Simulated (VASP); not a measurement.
Wanted: the native input for a VASP 6.6.1 run.

* Task: single point
* Functional: r2SCAN
* Potentials or basis: VASP PAW PBE potentials, release 64 (Pb_d, O)
* Cutoff: 520 eV
* k mesh: 6 × 6 × 6
* Occupations: fermi-dirac, width 0.1 eV
* Spin: no spin polarisation
* Dipole correction: no
* Further INCAR settings: ALGO = Normal; EDIFF = 1e-07; NBANDS = 43

The system is Pb2O.

```
Pb O
1.0
     5.44851    0.00000    0.00000
     0.00000    5.44851    0.00000
     0.00000    0.00000    5.44851
Pb O
4 2
Direct
  0.25000 0.25000 0.25000
  0.75000 0.75000 0.25000
  0.25000 0.75000 0.75000
  0.75000 0.25000 0.75000
  0.00000 0.00000 0.00000
  0.50000 0.50000 0.50000
```

One way to write it, as run:

POSCAR

```
Pb2O
1.0
    5.4485061400      0.0000000000      0.0000000000
    0.0000000000      5.4485061400      0.0000000000
    0.0000000000      0.0000000000      5.4485061400
Pb O
4 2
Direct
    0.2500000000      0.2500000000      0.2500000000
    0.7500000000      0.7500000000      0.2500000000
    0.2500000000      0.7500000000      0.7500000000
    0.7500000000      0.2500000000      0.7500000000
    0.0000000000      0.0000000000      0.0000000000
    0.5000000000      0.5000000000      0.5000000000
```

INCAR.step1

```
SYSTEM = Pb2O
PREC = Accurate
ENCUT = 520
ISMEAR = -1
SIGMA = 0.1
LREAL = .False.
LASPH = .True.
NELM = 60
NBANDS = 43
GGA = PE
ALGO = Normal
EDIFF = 1E-4
LWAVE = .True.
LCHARG = .False.
```

INCAR.step2

```
SYSTEM = Pb2O
PREC = Accurate
ENCUT = 520
EDIFF = 1E-7
ISMEAR = -1
SIGMA = 0.1
LREAL = .False.
LASPH = .True.
NELM = 60
ALGO = Normal
ISIF = 2
LWAVE = .False.
LCHARG = .False.
METAGGA = R2SCAN
LMIXTAU = .True.
NBANDS = 43
ISTART = 1
```

KPOINTS

```
Automatic mesh
0
Gamma
  6 6 6
  0 0 0
```

Potentials or basis: VASP PAW PBE potentials, release 64 (Pb_d, O).

Command:

```sh
$ cat potpaw_PBE.64/Pb_d/POTCAR potpaw_PBE.64/O/POTCAR > POTCAR
$ cp INCAR.step1 INCAR
$ mpirun -np 1 vasp_std > vasp.out
$ cp INCAR.step2 INCAR
$ mpirun -np 1 vasp_std > vasp.out
```

It gave:

```yaml
Pressure: -0.9 GPa
Band_gap_on_the_k_mesh: zero (bands 34 and 35 overlap by 0.93 eV)
```

Caveat: the PAW data sets were made with another functional, which shifts forces and pressure a little; spin-orbit coupling is left out, which moves the levels of the heavy elements.

Run time: 4.3 min on 1 thread of Intel(R) Xeon(R) 6975P-C (Granite Rapids), on a shared host, peak memory 0.34 GiB.
